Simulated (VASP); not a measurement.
Ni: single point with PBE

Ni:

```
CELL_PARAMETERS angstrom
0.00000 1.76795 1.76795
1.76795 0.00000 1.76795
1.76795 1.76795 0.00000
ATOMIC_POSITIONS crystal
Ni 0.00000 0.00000 0.00000
```

| Quantity | Value |
| --- | --- |
| Program | VASP 6.6.1 |
| Task | single point |
| Functional | PBE |
| Potentials or basis | VASP PAW PBE potentials, release 64 (Ni) |
| Cutoff | 520 eV |
| k mesh | 20 × 20 × 20 |
| Occupations | fermi-dirac, width 0.05 eV |
| Spin | collinear spin, ferromagnetic start |
| Starting moments | [1.5] μB |
| Dipole correction | no |
| k mesh for the DOS | 30 × 30 × 30 |
| Occupations for the DOS | tetrahedron |
| Further INCAR settings | ALGO = Normal; EDIFF = 1e-06 |

| Quantity | Value |
| --- | --- |
| Net moment | 0.63 μB per cell |
| Site moments | Ni +0.64 μB |
| Valence electrons inside the program's atomic spheres | Ni 9.28 |

Levels at points of the mesh, in eV from the Fermi level:
Spin up:
| k point | band 2 | band 3 | band 4 | band 5 | band 6 | band 7 | band 8 | band 9 |
| --- | --- | --- | --- | --- | --- | --- | --- | --- |
| (0.00, 0.00, 0.00) | -2.41 | -2.41 | -2.41 | -1.26 | -1.26 | 23.58 | 27.32 | 27.32 |
| (0.50, 0.00, 0.00) | -2.39 | -2.39 | -0.62 | -0.62 | -0.27 | 5.54 | 22.08 | 24.39 |
| (0.50, 0.50, 0.00) | -4.13 | -0.57 | -0.50 | -0.50 | 2.43 | 9.07 | 14.67 | 14.67 |
Spin down:
| k point | band 1 | band 2 | band 3 | band 4 | band 5 | band 6 | band 7 | band 8 | band 9 | band 10 |
| --- | --- | --- | --- | --- | --- | --- | --- | --- | --- | --- |
| (0.00, 0.00, 0.00) | -8.95 | -1.65 | -1.65 | -1.65 | -0.67 | -0.67 | 23.41 | 27.30 | 27.30 | 27.30 |
| (0.50, 0.00, 0.00) | -4.33 | -1.77 | -1.77 | -0.34 | 0.14 | 0.14 | 5.96 | 21.93 | 24.48 | 24.48 |
| (0.50, 0.50, 0.00) | -4.22 | -3.51 | 0.05 | 0.37 | 0.37 | 2.39 | 9.31 | 14.68 | 14.68 | 19.68 |

Run time: 69 s on 1 thread of Intel(R) Xeon(R) 6975P-C (Granite Rapids), with other jobs on the host, peak memory 0.25 GiB.
